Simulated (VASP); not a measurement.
# GaAs4 (Pm-3m) in VASP: a series of runs

Runs on GaAs4. Level: PBE. Tasks: single point, relaxation of cell and atoms.

Everything below comes from runs of VASP 6.6.1. Logs are shortened: lines on timing, memory, paths and dates and some standing lists are left out, and cuts for length are marked.

## 1. The cell of the first run

The structure is cubic, space group Pm-3m (No. 221). Conventional cell: a = 4.995 Å, b = 4.995 Å, c = 4.995 Å, α = 90.00°, β = 90.00°, γ = 90.00°. Within 4.6 Å of Ga (site symmetry m-3m) lie 20 As at 3.53 to 4.33 Å. As (site symmetry 4/mmm) has 2 As at 2.50 Å within 3.3 Å. As (site symmetry m-3m) has 6 As at 2.50 Å within 3.3 Å.

The cell was generated, and may not be a known phase.

## 2. Single point, PBE

The input, INCAR:

```
PREC = Accurate
ENCUT = 520
EDIFF = 1E-6
ISMEAR = 0
SIGMA = 0.1
LREAL = F
LASPH = T
NELM = 60
ALGO = Normal
ISIF = 2
LWAVE = F
LCHARG = F
GGA = PE
NBANDS = 24
```

The input, KPOINTS:

```
regular mesh
0
Gamma
  4 4 4
```

The input, POSCAR:

```
GaAs4
1.0
    4.9946835271      0.0000000000      0.0000000000
    0.0000000000      4.9946835271      0.0000000000
    0.0000000000      0.0000000000      4.9946835271
Ga As
1 4
Direct
    0.5000000000      0.5000000000      0.5000000000
    0.5000000000      0.0000000000      0.0000000000
    0.0000000000      0.5000000000      0.0000000000
    0.0000000000      0.0000000000      0.5000000000
    0.0000000000      0.0000000000      0.0000000000
```

Potentials or basis: VASP PAW PBE potentials, release 64 (Ga_d, As).

Run with:

```sh
$ cat potpaw_PBE.64/Ga_d/POTCAR potpaw_PBE.64/As/POTCAR > POTCAR
$ mpirun -np 1 vasp_std > vasp.out
```

OUTCAR:

```text
PREC = Accurate
   ENCUT = 520
   EDIFF = 1E-6
   ISMEAR = 0
   LREAL = F
   LASPH = T
   NELM = 60
   ISIF = 2
   GGA = PE

 ion  position               nearest neighbor table
   1  0.500  0.500  0.500-
   2  0.500  0.000  0.000-   5 2.50   5 2.50
   3  0.000  0.500  0.000-   5 2.50   5 2.50
   4  0.000  0.000  0.500-   5 2.50   5 2.50
   5  0.000  0.000  0.000-   2 2.50   3 2.50   4 2.50   4 2.50   3 2.50   2 2.50

  LATTYP: Found a simple cubic cell.
 ALAT       =     4.9946835271

  Lattice vectors:

 A1 = (   4.9946835271,   0.0000000000,   0.0000000000)
 A2 = (   0.0000000000,   4.9946835271,   0.0000000000)
 A3 = (   0.0000000000,   0.0000000000,   4.9946835271)

Analysis of symmetry for initial positions (statically):
=====================================================================
 Subroutine PRICEL returns:
 Original cell was already a primitive cell.

 Routine SETGRP: Setting up the symmetry group for a
 simple cubic supercell.

 Subroutine GETGRP returns: Found 48 space group operations
 (whereof 48 operations were pure point group operations)
 out of a pool of 48 trial point group operations.

The static configuration has the point symmetry O_h .

Analysis of symmetry for dynamics (positions and initial velocities):
=====================================================================
 Subroutine PRICEL returns:
 Original cell was already a primitive cell.

 Routine SETGRP: Setting up the symmetry group for a
 simple cubic supercell.

 Subroutine GETGRP returns: Found 48 space group operations
 (whereof 48 operations were pure point group operations)
 out of a pool of 48 trial point group operations.

The dynamic configuration has the point symmetry O_h .

 Subroutine INISYM returns: Found 48 space group operations
 (whereof 48 operations are pure point group operations),
 and found     1 'primitive' translations

----------------------------------------------------------------------------------------

                                     Primitive cell

  volume of cell :     124.6017

  direct lattice vectors                    reciprocal lattice vectors
     4.994683527  0.000000000  0.000000000     0.200212885  0.000000000  0.000000000
     0.000000000  4.994683527  0.000000000     0.000000000  0.200212885  0.000000000
     0.000000000  0.000000000  4.994683527     0.000000000  0.000000000  0.200212885

  length of vectors
     4.994683527  4.994683527  4.994683527     0.200212885  0.200212885  0.200212885

  position of ions in fractional coordinates (direct lattice)
     0.500000000  0.500000000  0.500000000
     0.500000000  0.000000000  0.000000000
     0.000000000  0.500000000  0.000000000
     0.000000000  0.000000000  0.500000000
     0.000000000  0.000000000  0.000000000

  ion indices of the primitive-cell ions
   primitive index   ion index
                 1           1
                 2           2
                 3           3
                 4           4
                 5           5

----------------------------------------------------------------------------------------

 KPOINTS: regular mesh

Automatic generation of k-mesh.
 Grid dimensions read from file:
 generate k-points for:    4    4    4

 Generating k-lattice:

  Cartesian coordinates                     Fractional coordinates (reciprocal lattice)
     0.050053221  0.000000000  0.000000000     0.250000000  0.000000000  0.000000000
     0.000000000  0.050053221  0.000000000     0.000000000  0.250000000  0.000000000
     0.000000000  0.000000000  0.050053221     0.000000000  0.000000000  0.250000000

  Length of vectors
     0.050053221  0.050053221  0.050053221

  Shift w.r.t. Gamma in fractional coordinates (k-lattice)
     0.000000000  0.000000000  0.000000000

 Subroutine IBZKPT returns following result:
 ===========================================

 Found     10 irreducible k-points:

 Following reciprocal coordinates:
            Coordinates               Weight
  0.000000  0.000000  0.000000      1.000000
  0.250000  0.000000  0.000000      6.000000
  0.500000  0.000000  0.000000      3.000000
  0.250000  0.250000  0.000000     12.000000
  0.500000  0.250000  0.000000     12.000000
  0.500000  0.500000  0.000000      3.000000
  0.250000  0.250000  0.250000      8.000000
  0.500000  0.250000  0.250000     12.000000
  0.500000  0.500000  0.250000      6.000000
  0.500000  0.500000  0.500000      1.000000
   k-points           NKPTS =     10   k-points in BZ     NKDIM =     10   number of bands    NBANDS=     24
   number of dos      NEDOS =    301   number of ions     NIONS =      5
   total plane-waves  NPLWV =  64000
   dimension x,y,z NGX =    40 NGY =   40 NGZ =   40
   dimension x,y,z NGXF=    80 NGYF=   80 NGZF=   80
   ions per type =               1   4
   NGX,Y,Z   is equivalent  to a cutoff of  13.31, 13.31, 13.31 a.u.
   NGXF,Y,Z  is equivalent  to a cutoff of  26.63, 26.63, 26.63 a.u.
 SYSTEM =  unknown system
   PREC   = accura    normal or accurate (medium, high low for compatibility)
   ISTART =      0    job   : 0-new  1-cont  2-samecut
   ICHARG =      2    charge: 1-file 2-atom 10-const
   ISPIN  =      1    spin polarized calculation?
   LNONCOLLINEAR =      F non collinear calculations
   LSORBIT =      F    spin-orbit coupling
   LASPH  =      T    aspherical Exc in radial PAW
   ENCUT  =  520.0 eV  38.22 Ry    6.18 a.u.   9.29  9.29  9.29*2*pi/ulx,y,z
   NELM   =     60;   NELMIN=  2; NELMDL= -5     # of ELM steps
   EDIFF  = 0.1E-05   stopping-criterion for ELM
   LREAL  =      F    real-space projection
   EDIFFG = 0.1E-04   stopping-criterion for IOM
   NSW    =      0    number of steps for IOM
   IBRION =     -1    ionic relax: 0-MD 1-quasi-New 2-CG
   NFREE  =      0    steps in history (QN), initial steepest desc. (CG)
   ISIF   =      2    stress and relaxation
   ISYM   =      2    0-nonsym 1-usesym 2-fastsym
   POTIM  = 0.5000    time-step for ionic-motion
   TEBEG  =    0.0;   TEEND  =   0.0 temperature during run
   PSTRESS=    0.0 pullay stress
   NELECT =      33.0000    total number of electrons
   NUPDOWN=      -1.0000    fix difference up-down
   EMIN   =  10.00;   EMAX   =-10.00  energy-range for DOS
   EFERMI =   0.00;   METHOD = LEGACY
   ISMEAR =     0;   SIGMA  =   0.10  broadening in eV -4-tet -1-fermi 0-gaus
   EFERMI_NEDOS =   21; number of points for ismear=-14 and -15
   IALGO  =     38    algorithm
   IMIX   =      4    mixing-type and parameters
     AMIX     =   0.40;   BMIX     =  1.00
     AMIX_MAG =   1.60;   BMIX_MAG =  1.00
  volume/ion in A,a.u.               =      24.92       168.17
  Fermi-wavevector in a.u.,A,eV,Ry     =   1.051328  1.986722 15.038387  1.105290
  Thomas-Fermi vector in A             =   2.186367
   LORBIT       =      0    0 simple, 1 ext, 2 COOP (PROOUT), +10 PAW based schemes
   GGA     = PE    functional components
   LHFCALC =     F    Hartree Fock is set to
   AEXX    =    0.0000 exact exchange contribution
   IVDW    =     0    specifies the selected vdW correction
   LEPSILON=     F    determine dielectric tensor
   LRPA    =     F    only Hartree local field effects (RPA)
 non-spin polarized calculation
 Gauss-broadening in eV      SIGMA  =   0.10
  energy-cutoff  :      520.00
  volume of cell :      124.60
 maximum number of plane-waves:      3407
 NGX is ok and might be reduce to    40
   NGX = 19   NGY = 19   NGZ = 19

 number of electron      33.0000000 magnetization

 Free energy of the ion-electron system (eV)
  ---------------------------------------------------
  ext. energy  EPLUGINS =         0.00000000
  ---------------------------------------------------
  free energy    TOTEN  =       -17.83054107 eV

  energy without entropy =      -17.80971031  energy(sigma->0) =      -17.82012569

 E-fermi :   3.5598     XC(G=0):  -9.4152

 val. band max:        3.5070498797   @ k =   0.2500   0.0000   0.0000
 cond. band min:       3.5953507710   @ k =   0.0000   0.0000   0.0000
 fundamental gap:      0.0883008913
 Fermi energy:         3.5597796230

 k-point     1 :       0.0000    0.0000    0.0000
  band No.  band energies     occupation
      1     -11.0594      2.00000
      2     -11.0594      2.00000
      3     -11.0578      2.00000
      4     -11.0578      2.00000
      5     -11.0578      2.00000
      6     -11.0063      2.00000
[... 16 lines left out ...]
     23       8.3617      0.00000
     24       8.3617      0.00000

 k-point     2 :       0.2500    0.0000    0.0000
  band No.  band energies     occupation
      1     -11.0590      2.00000
      2     -11.0584      2.00000
      3     -11.0584      2.00000
      4     -11.0583      2.00000
      5     -11.0578      2.00000
      6     -10.8108      2.00000
[... 16 lines left out ...]
     23       8.3995      0.00000
     24       8.9774      0.00000

 k-point     3 :       0.5000    0.0000    0.0000
  band No.  band energies     occupation
      1     -11.0590      2.00000
      2     -11.0590      2.00000
      3     -11.0585      2.00000
      4     -11.0577      2.00000
      5     -11.0572      2.00000
      6     -10.5589      2.00000
[... 16 lines left out ...]
     23       7.1342      0.00000
     24       8.7057      0.00000

 k-point     4 :       0.2500    0.2500    0.0000
  band No.  band energies     occupation
      1     -11.0620      2.00000
      2     -11.0584      2.00000
      3     -11.0583      2.00000
      4     -11.0583      2.00000
      5     -11.0574      2.00000
      6     -10.6026      2.00000
[... 16 lines left out ...]
     23       9.0675      0.00000
     24       9.1313      0.00000

 k-point     5 :       0.5000    0.2500    0.0000
  band No.  band energies     occupation
      1     -11.0640      2.00000
      2     -11.0589      2.00000
      3     -11.0583      2.00000
      4     -11.0578      2.00000
      5     -11.0562      2.00000
      6     -10.3315      2.00000
[... 16 lines left out ...]
     23       7.9083      0.00000
     24       8.7541      0.00000

 k-point     6 :       0.5000    0.5000    0.0000
  band No.  band energies     occupation
      1     -11.0674      2.00000
      2     -11.0588      2.00000
      3     -11.0588      2.00000
      4     -11.0573      2.00000
      5     -11.0551      2.00000
      6     -10.0241      2.00000
[... 16 lines left out ...]
     23       8.2266      0.00000
     24       8.2266      0.00000

 k-point     7 :       0.2500    0.2500    0.2500
  band No.  band energies     occupation
      1     -11.0623      2.00000
      2     -11.0596      2.00000
      3     -11.0596      2.00000
      4     -11.0570      2.00000
      5     -11.0570      2.00000
      6     -10.3846      2.00000
[... 16 lines left out ...]
     23       8.6872      0.00000
     24       8.6872      0.00000

 k-point     8 :       0.5000    0.2500    0.2500
  band No.  band energies     occupation
      1     -11.0635      2.00000
      2     -11.0607      2.00000
      3     -11.0595      2.00000
      4     -11.0567      2.00000
      5     -11.0558      2.00000
      6     -10.0918      2.00000
[... 16 lines left out ...]
     23       7.7449      0.00000
     24       8.3476      0.00000

 k-point     9 :       0.5000    0.5000    0.2500
  band No.  band energies     occupation
      1     -11.0647      2.00000
      2     -11.0607      2.00000
      3     -11.0607      2.00000
      4     -11.0561      2.00000
      5     -11.0550      2.00000
      6      -9.7522      2.00000
[... 16 lines left out ...]
     23       8.0181      0.00000
     24       8.0181      0.00000

 k-point    10 :       0.5000    0.5000    0.5000
  band No.  band energies     occupation
      1     -11.0625      2.00000
      2     -11.0625      2.00000
      3     -11.0625      2.00000
      4     -11.0550      2.00000
      5     -11.0550      2.00000
      6      -9.3271      2.00000
[... 16 lines left out ...]
     23       8.3260      0.00000
     24       8.3260      0.00000

------------------------ aborting loop because EDIFF is reached ----------------------------------------

  FORCE on cell =-STRESS in cart. coord.  units (eV):
  Direction    XX          YY          ZZ          XY          YZ          ZX
  --------------------------------------------------------------------------------------
  -------------------------------------------------------------------------------------
  Total        0.1653515      0.1653515      0.1653515     -0.0000000      0.0000000     -0.0000000
  in kB        2.1261547      2.1261547      2.1261547     -0.0000000      0.0000000     -0.0000000
  external PRESSURE =       2.1261547 kB  Pullay stress =       0.0000000 kB

 VOLUME and BASIS-vectors are now :
 -----------------------------------------------------------------------------
  energy-cutoff  :      520.00
  volume of cell :      124.60
      direct lattice vectors                 reciprocal lattice vectors
     4.994683527  0.000000000  0.000000000     0.200212885  0.000000000  0.000000000
     0.000000000  4.994683527  0.000000000     0.000000000  0.200212885  0.000000000
     0.000000000  0.000000000  4.994683527     0.000000000  0.000000000  0.200212885

 POSITION                                       TOTAL-FORCE (eV/Angst)
 -----------------------------------------------------------------------------------
      2.49734      2.49734      2.49734         0.000000      0.000000      0.000000
      2.49734      0.00000      0.00000         0.000000      0.000000      0.000000
      0.00000      2.49734      0.00000         0.000000      0.000000      0.000000
      0.00000      0.00000      2.49734         0.000000      0.000000      0.000000
      0.00000      0.00000      0.00000         0.000000      0.000000      0.000000
 -----------------------------------------------------------------------------------
    total drift:                               -0.000000      0.000000     -0.000000

  FREE ENERGIE OF THE ION-ELECTRON SYSTEM (eV)
  ---------------------------------------------------
  free  energy   TOTEN  =       -17.8305410704 eV

  energy  without entropy=      -17.8097103096  energy(sigma->0) =      -17.82012569
```

It took 14 s on 1 thread of AMD EPYC 9R45 (Zen 5), shared host; peak memory 0.21 GiB.

Results:

* Free energy: -17.8305 eV
* Pressure: 0.2 GPa
* Band gap on the k mesh: zero (an odd number of electrons rules out a gap without spin polarisation)

Caveat: an odd number of electrons without spin polarisation forces a metal; a magnetic or distorted state may lie lower.

## 3. Single point, PBE

This run uses another cell than the first one, of 26.44 Å³/atom.

The input, INCAR:

```
SYSTEM = GaAs4
  PREC = Accurate
  ENCUT = 520
  EDIFF = 1E-6
  ISMEAR = 0
  SIGMA = 0.1
  LREAL = .False.
  LASPH = .True.
  NELM = 80
  ALGO = Normal
  ISIF = 2
  LWAVE = .False.
  LCHARG = .False.
  GGA = PE
  NBANDS = 24
```

The input, KPOINTS:

```
regular mesh
0
Gamma
  4 4 4
  0 0 0
```

Changes to POSCAR since step 2:

```diff
@@ -2,5 +2,5 @@
 1.0
-    4.9946835271      0.0000000000      0.0000000000
-    0.0000000000      4.9946835271      0.0000000000
-    0.0000000000      0.0000000000      4.9946835271
+    5.0940392200      0.0000000000      0.0000000000
+    0.0000000000      5.0940392200      0.0000000000
+    0.0000000000      0.0000000000      5.0940392200
 Ga As
```

Potentials or basis: VASP PAW PBE potentials, release 64 (Ga_d, As).

Run with:

```sh
$ cat potpaw_PBE.64/Ga_d/POTCAR potpaw_PBE.64/As/POTCAR > POTCAR
$ mpirun -np 1 vasp_std > vasp.out
```

OUTCAR:

```text
SYSTEM = GaAs4
   PREC = Accurate
   ENCUT = 520
   EDIFF = 1E-6
   ISMEAR = 0
   LREAL = .False.
   LASPH = .True.
   NELM = 80
   ISIF = 2
   GGA = PE

 ion  position               nearest neighbor table
   1  0.500  0.500  0.500-
   2  0.500  0.000  0.000-   5 2.55   5 2.55
   3  0.000  0.500  0.000-   5 2.55   5 2.55
   4  0.000  0.000  0.500-   5 2.55   5 2.55
   5  0.000  0.000  0.000-   2 2.55   3 2.55   4 2.55   4 2.55   3 2.55   2 2.55

[... 456 lines left out ...]
  --------------------------------------------------------------------------------------
  -------------------------------------------------------------------------------------
  Total       -1.7848227     -1.7848227     -1.7848227      0.0000000      0.0000000      0.0000000
  in kB      -21.6331029    -21.6331029    -21.6331029      0.0000000      0.0000000      0.0000000
  external PRESSURE =     -21.6331029 kB  Pullay stress =       0.0000000 kB

 VOLUME and BASIS-vectors are now :
 -----------------------------------------------------------------------------
  energy-cutoff  :      520.00
  volume of cell :      132.19
      direct lattice vectors                 reciprocal lattice vectors
     5.094039220  0.000000000  0.000000000     0.196307872  0.000000000  0.000000000
     0.000000000  5.094039220  0.000000000     0.000000000  0.196307872  0.000000000
     0.000000000  0.000000000  5.094039220     0.000000000  0.000000000  0.196307872

 POSITION                                       TOTAL-FORCE (eV/Angst)
 -----------------------------------------------------------------------------------
      2.54702      2.54702      2.54702         0.000000      0.000000      0.000000
      2.54702      0.00000      0.00000         0.000000      0.000000      0.000000
      0.00000      2.54702      0.00000         0.000000      0.000000      0.000000
      0.00000      0.00000      2.54702         0.000000      0.000000      0.000000
      0.00000      0.00000      0.00000         0.000000      0.000000      0.000000
 -----------------------------------------------------------------------------------
    total drift:                               -0.000000      0.000000     -0.000000

  FREE ENERGIE OF THE ION-ELECTRON SYSTEM (eV)
  ---------------------------------------------------
  free  energy   TOTEN  =       -17.7814539271 eV

  energy  without entropy=      -17.7548450308  energy(sigma->0) =      -17.76814948
```

stdout:

```text
POSCAR found type information on POSCAR GaAs
 POSCAR found :  2 types and       5 ions
 scaLAPACK will be used
 LDA part: xc-table for (Slater+PW92), standard interpolation
 POSCAR, INCAR and KPOINTS ok, starting setup
 FFT: planning ... GRIDC
 FFT: planning ... GRID_SOFT
 FFT: planning ... GRID
 WAVECAR not read
 entering main loop
```

It took 14 s on 1 thread of AMD EPYC 9R45 (Zen 5), shared host; peak memory 0.21 GiB.

What came out:

- Free energy: -17.7815 eV
- Pressure: -2.2 GPa
- Band gap on the k mesh: zero (an odd number of electrons rules out a gap without spin polarisation)

Levels at points of the mesh, in eV from the Fermi level:
| k point | band 13 | band 14 | band 15 | band 16 | band 17 | band 18 | band 19 | band 20 |
| --- | --- | --- | --- | --- | --- | --- | --- | --- |
| (0.00, 0.00, 0.00) | -3.76 | -0.46 | -0.46 | -0.46 | 0.06 | 0.06 | 0.06 | 4.57 |
| (0.50, 0.00, 0.00) | -1.44 | -1.44 | -0.90 | -0.66 | 0.11 | 0.11 | 0.39 | 2.01 |
| (0.50, 0.50, 0.00) | -1.60 | -1.32 | -1.04 | -1.04 | -0.14 | 0.44 | 0.44 | 1.48 |
| (0.50, 0.50, 0.50) | -3.40 | -0.09 | -0.09 | 0.36 | 0.36 | 0.36 | 1.74 | 1.74 |

Caveat: an odd number of electrons without spin polarisation forces a metal; a magnetic or distorted state may lie lower.

(Part 1 of 2 ends here.)

The gap in the log of VASP goes by the Fermi energy; the results here count the filled bands.